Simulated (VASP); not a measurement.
# CoPdO2 (R-3m) in VASP: single point with PBEsol

Aim: the single point of CoPdO2 with PBEsol.

All numbers are computed with VASP 6.6.1; they aren't measurements. Logs are shortened: lines on timing, memory, paths and dates and some standing lists are left out, and cuts for length are marked.

## Step 1: The cell of the first run

Symmetry: R-3m, No. 166, trigonal system. Conventional cell: a = 2.815 Å, b = 2.815 Å, c = 17.622 Å, α = 90.00°, β = 90.00°, γ = 120.00°. Within 2.5 Å of Co (site symmetry -3m) lie 6 O at 1.88 Å. Within 2.6 Å of Pd (site symmetry -3m) lie 2 O at 1.98 Å. Within 2.6 Å of O (site symmetry 3m) lie 3 Co at 1.88 Å and 1 Pd at 1.98 Å and 3 O at 2.51 Å.

## Step 2: Single point, PBEsol

File INCAR:

```
ALGO = Normal ; EDIFF = 1E-6
ENCUT = 520 ; GGA = PS
ISIF = 2 ; ISMEAR = 0
LASPH = T ; LCHARG = F
LREAL = F ; LWAVE = F
NBANDS = 24 ; NELM = 100
PREC = Accurate ; SIGMA = 0.15
```

File KPOINTS:

```
k-points
0
Gamma
  18 18 18
```

File POSCAR:

```
CoPdO2
1.0
    1.4074670529      0.8126014819      5.8741620440
   -1.4074670529      0.8126014819      5.8741620440
    0.0000000000     -1.6252029637      5.8741620440
Co Pd O
1 1 2
Direct
    0.5000000000      0.5000000000      0.5000000000
    0.0000000000      0.0000000000      0.0000000000
    0.1125747499      0.1125747499      0.1125747499
    0.8874252501      0.8874252501      0.8874252501
```

Potentials or basis: VASP PAW PBE potentials, release 64 (Co, Pd, O).

The run is started by

```console
$ cat potpaw_PBE.64/Co/POTCAR potpaw_PBE.64/Pd/POTCAR potpaw_PBE.64/O/POTCAR > POTCAR
$ mpirun -np 1 vasp_std > vasp.out
```

OUTCAR:

```text
EDIFF = 1E-6
   ENCUT = 520
   GGA = PS
   ISIF = 2
   ISMEAR = 0
   LASPH = T
   LREAL = F
   NELM = 100
   PREC = Accurate

 ion  position               nearest neighbor table
   1  0.500  0.500  0.500-   3 1.88   3 1.88   4 1.88   4 1.88   3 1.88   4 1.88
   2  0.000  0.000  0.000-   3 1.98   4 1.98
   3  0.113  0.113  0.113-   1 1.88   1 1.88   1 1.88   2 1.98
   4  0.887  0.887  0.887-   1 1.88   1 1.88   1 1.88   2 1.98

  LATTYP: Found a trigonal (rhomboedric) cell.
 ALAT       =     6.0948391605
 COS(alpha) =     0.8933448154

  Lattice vectors:

 A1 = (   1.4074670529,   0.8126014819,   5.8741620440)
 A2 = (  -1.4074670529,   0.8126014819,   5.8741620440)
 A3 = (   0.0000000000,  -1.6252029637,   5.8741620440)

Analysis of symmetry for initial positions (statically):
=====================================================================
 Subroutine PRICEL returns:
 Original cell was already a primitive cell.

 Routine SETGRP: Setting up the symmetry group for a
 trigonal (rhombohedral) supercell.

 Subroutine GETGRP returns: Found 12 space group operations
 (whereof 12 operations were pure point group operations)
 out of a pool of 12 trial point group operations.

The static configuration has the point symmetry D_3d.

Analysis of symmetry for dynamics (positions and initial velocities):
=====================================================================
 Subroutine PRICEL returns:
 Original cell was already a primitive cell.

 Routine SETGRP: Setting up the symmetry group for a
 trigonal (rhombohedral) supercell.

 Subroutine GETGRP returns: Found 12 space group operations
 (whereof 12 operations were pure point group operations)
 out of a pool of 12 trial point group operations.

The dynamic configuration has the point symmetry D_3d.

 Subroutine INISYM returns: Found 12 space group operations
 (whereof 12 operations are pure point group operations),
 and found     1 'primitive' translations

----------------------------------------------------------------------------------------

                                     Primitive cell

  volume of cell :      40.3100

  direct lattice vectors                    reciprocal lattice vectors
     1.407467053  0.812601482  5.874162044     0.355248103  0.205102588  0.056745682
    -1.407467053  0.812601482  5.874162044    -0.355248103  0.205102588  0.056745682
     0.000000000 -1.625202964  5.874162044     0.000000000 -0.410205175  0.056745682

  length of vectors
     6.094839161  6.094839161  6.094839161     0.414111529  0.414111529  0.414111529

  position of ions in fractional coordinates (direct lattice)
     0.500000000  0.500000000  0.500000000
     0.000000000  0.000000000  0.000000000
     0.112574750  0.112574750  0.112574750
     0.887425250  0.887425250  0.887425250

  ion indices of the primitive-cell ions
   primitive index   ion index
                 1           1
                 2           2
                 3           3
                 4           4

----------------------------------------------------------------------------------------

 KPOINTS: k-points

Automatic generation of k-mesh.
 Grid dimensions read from file:
 generate k-points for:   18   18   18

 Generating k-lattice:

  Cartesian coordinates                     Fractional coordinates (reciprocal lattice)
     0.019736006  0.011394588  0.003152538     0.055555556  0.000000000  0.000000000
    -0.019736006  0.011394588  0.003152538     0.000000000  0.055555556  0.000000000
     0.000000000 -0.022789176  0.003152538    -0.000000000 -0.000000000  0.055555556

  Length of vectors
     0.023006196  0.023006196  0.023006196

  Shift w.r.t. Gamma in fractional coordinates (k-lattice)
     0.000000000  0.000000000  0.000000000

 Subroutine IBZKPT returns following result:
 ===========================================

 Found    580 irreducible k-points:

 Following reciprocal coordinates:
            Coordinates               Weight
  0.000000  0.000000  0.000000      1.000000
  0.055556  0.000000  0.000000      6.000000
  0.111111  0.000000  0.000000      6.000000
  0.166667  0.000000  0.000000      6.000000
  0.222222  0.000000 -0.000000      6.000000
  0.277778  0.000000  0.000000      6.000000
[... 16 lines left out ...]
 -0.277778  0.055556  0.000000     12.000000
 -0.222222  0.055556  0.000000     12.000000
 [... further k-points ...]
   k-points           NKPTS =    580   k-points in BZ     NKDIM =    580   number of bands    NBANDS=     24
   number of dos      NEDOS =    301   number of ions     NIONS =      4
   total plane-waves  NPLWV = 110592
   dimension x,y,z NGX =    48 NGY =   48 NGZ =   48
   dimension x,y,z NGXF=    96 NGYF=   96 NGZF=   96
   ions per type =               1   1   2
   NGX,Y,Z   is equivalent  to a cutoff of  13.09, 13.09, 13.09 a.u.
   NGXF,Y,Z  is equivalent  to a cutoff of  26.19, 26.19, 26.19 a.u.
 SYSTEM =  unknown system
   PREC   = accura    normal or accurate (medium, high low for compatibility)
   ISTART =      0    job   : 0-new  1-cont  2-samecut
   ICHARG =      2    charge: 1-file 2-atom 10-const
   ISPIN  =      1    spin polarized calculation?
   LNONCOLLINEAR =      F non collinear calculations
   LSORBIT =      F    spin-orbit coupling
   LASPH  =      T    aspherical Exc in radial PAW
   ENCUT  =  520.0 eV  38.22 Ry    6.18 a.u.  11.33 11.33 11.33*2*pi/ulx,y,z
   NELM   =    100;   NELMIN=  2; NELMDL= -5     # of ELM steps
   EDIFF  = 0.1E-05   stopping-criterion for ELM
   LREAL  =      F    real-space projection
   EDIFFG = 0.1E-04   stopping-criterion for IOM
   NSW    =      0    number of steps for IOM
   IBRION =     -1    ionic relax: 0-MD 1-quasi-New 2-CG
   NFREE  =      0    steps in history (QN), initial steepest desc. (CG)
   ISIF   =      2    stress and relaxation
   ISYM   =      2    0-nonsym 1-usesym 2-fastsym
   POTIM  = 0.5000    time-step for ionic-motion
   TEBEG  =    0.0;   TEEND  =   0.0 temperature during run
   PSTRESS=    0.0 pullay stress
   NELECT =      31.0000    total number of electrons
   NUPDOWN=      -1.0000    fix difference up-down
   EMIN   =  10.00;   EMAX   =-10.00  energy-range for DOS
   EFERMI =   0.00;   METHOD = LEGACY
   ISMEAR =     0;   SIGMA  =   0.15  broadening in eV -4-tet -1-fermi 0-gaus
   EFERMI_NEDOS =   21; number of points for ismear=-14 and -15
   IALGO  =     38    algorithm
   IMIX   =      4    mixing-type and parameters
     AMIX     =   0.40;   BMIX     =  1.00
     AMIX_MAG =   1.60;   BMIX_MAG =  1.00
  volume/ion in A,a.u.               =      10.08        68.01
  Fermi-wavevector in a.u.,A,eV,Ry     =   1.499884  2.834370 30.608381  2.249653
  Thomas-Fermi vector in A             =   2.611456
   LORBIT       =      0    0 simple, 1 ext, 2 COOP (PROOUT), +10 PAW based schemes
   GGA     = PS    functional components
   LHFCALC =     F    Hartree Fock is set to
   AEXX    =    0.0000 exact exchange contribution
   IVDW    =     0    specifies the selected vdW correction
   LEPSILON=     F    determine dielectric tensor
   LRPA    =     F    only Hartree local field effects (RPA)
 non-spin polarized calculation
 Gauss-broadening in eV      SIGMA  =   0.15
  energy-cutoff  :      520.00
  volume of cell :       40.31
 maximum number of plane-waves:      1103
 NGX is ok and might be reduce to    48
   NGX = 23   NGY = 23   NGZ = 23

 number of electron      31.0000007 magnetization

 Free energy of the ion-electron system (eV)
  ---------------------------------------------------
  ext. energy  EPLUGINS =         0.00000000
  ---------------------------------------------------
  free energy    TOTEN  =       -27.76632015 eV

  energy without entropy =      -27.75820841  energy(sigma->0) =      -27.76226428

 E-fermi :   8.0402     XC(G=0): -12.8658

 val. band max:        7.9979676981   @ k =  -0.3333   0.2778   0.2778
 cond. band min:       8.1507578489   @ k =   0.4444   0.3889  -0.0000
 fundamental gap:      0.1527901508
 Fermi energy:         8.0402398261

 k-point     1 :       0.0000    0.0000    0.0000
  band No.  band energies     occupation
      1     -13.1524      2.00000
      2     -11.1248      2.00000
      3      -0.8404      2.00000
      4       1.6975      2.00000
      5       1.6975      2.00000
      6       2.7466      2.00000
[... 16 lines left out ...]
     23      25.3243      0.00000
     24      25.9209      0.00000

 k-point     2 :       0.0556    0.0000    0.0000
  band No.  band energies     occupation
      1     -13.1143      2.00000
      2     -11.1224      2.00000
      3      -0.7983      2.00000
      4       1.5976      2.00000
      5       1.7172      2.00000
      6       2.8125      2.00000
[... 16 lines left out ...]
     23      25.2276      0.00000
     24      25.4997      0.00000

 k-point     3 :       0.1111    0.0000    0.0000
  band No.  band energies     occupation
      1     -13.0025      2.00000
      2     -11.1160      2.00000
      3      -0.6764      2.00000
      4       1.3596      2.00000
      5       1.7741      2.00000
      6       2.9743      2.00000
[... 16 lines left out ...]
     23      24.5398      0.00000
     24      24.8390      0.00000
[... 514 lines left out ...]
 k-point    23 :      -0.2778    0.0556    0.0000
  band No.  band energies     occupation
      1     -12.1851      2.00000
      2     -11.0979      2.00000
      3       0.0674      2.00000
      4       0.5367      2.00000
      5       1.8355      2.00000
      6       2.1660      2.00000
[... 16 lines left out ...]
     23      21.7186      0.00000
     24      23.3768      0.00000

 k-point    24 :      -0.2222    0.0556    0.0000
  band No.  band energies     occupation
      1     -12.4511      2.00000
      2     -11.0916      2.00000
      3      -0.1454      2.00000
      4       0.7201      2.00000
      5       1.9686      2.00000
      6       2.4039      2.00000
[... 16 lines left out ...]
     23      22.2556      0.00000
     24      22.7594      0.00000

 [... further k-points ...]

------------------------ aborting loop because EDIFF is reached ----------------------------------------

  FORCE on cell =-STRESS in cart. coord.  units (eV):
  Direction    XX          YY          ZZ          XY          YZ          ZX
  --------------------------------------------------------------------------------------
  -------------------------------------------------------------------------------------
  Total       -0.0164920     -0.0164920     -0.0401666      0.0000000     -0.0000000      0.0000000
  in kB       -0.6554957     -0.6554957     -1.5964760      0.0000000     -0.0000000      0.0000000
  external PRESSURE =      -0.9691558 kB  Pullay stress =       0.0000000 kB

 VOLUME and BASIS-vectors are now :
 -----------------------------------------------------------------------------
  energy-cutoff  :      520.00
  volume of cell :       40.31
      direct lattice vectors                 reciprocal lattice vectors
     1.407467053  0.812601482  5.874162044     0.355248103  0.205102588  0.056745682
    -1.407467053  0.812601482  5.874162044    -0.355248103  0.205102588  0.056745682
     0.000000000 -1.625202964  5.874162044     0.000000000 -0.410205175  0.056745682

 POSITION                                       TOTAL-FORCE (eV/Angst)
 -----------------------------------------------------------------------------------
      0.00000      0.00000      8.81124         0.000000     -0.000000      0.000000
      0.00000      0.00000      0.00000         0.000000     -0.000000      0.000000
      0.00000      0.00000      1.98385         0.000000     -0.000000     -0.042478
      0.00000      0.00000     15.63864         0.000000      0.000000      0.042478
 -----------------------------------------------------------------------------------
    total drift:                               -0.000000      0.000000     -0.000000

  FREE ENERGIE OF THE ION-ELECTRON SYSTEM (eV)
  ---------------------------------------------------
  free  energy   TOTEN  =       -27.7663201534 eV

  energy  without entropy=      -27.7582084088  energy(sigma->0) =      -27.76226428
```

It took 31 min on 1 thread of Intel Xeon Platinum 8488C (Sapphire Rapids), shared host; peak memory 0.78 GiB.

What came out:

```yaml
Free_energy: -27.7663 eV
Pressure: -0.1 GPa
Largest_force: 0.042 eV/Å
Band_gap_on_the_k_mesh: zero (an odd number of electrons rules out a gap without spin polarisation)
```

Forces on the atoms (eV/Å):
```
Co   0.000  0.000  0.000
Pd   0.000  0.000  0.000
O    0.000  0.000 -0.042
O    0.000  0.000  0.042
```

Caveat: the PAW data sets were made with another functional, which shifts forces and pressure a little; an odd number of electrons without spin polarisation forces a metal; a magnetic or distorted state may lie lower; the run has no spin polarisation, though such a crystal can be magnetic; semilocal functionals often make such compounds metallic where correlation or magnetic order opens a gap, which also shifts bond lengths. With open d or f shells a metallic result of PBEsol can be an artefact of self-interaction; +U or a hybrid may open a gap.

The gap in the log of VASP goes by the Fermi energy; the results here count the filled bands.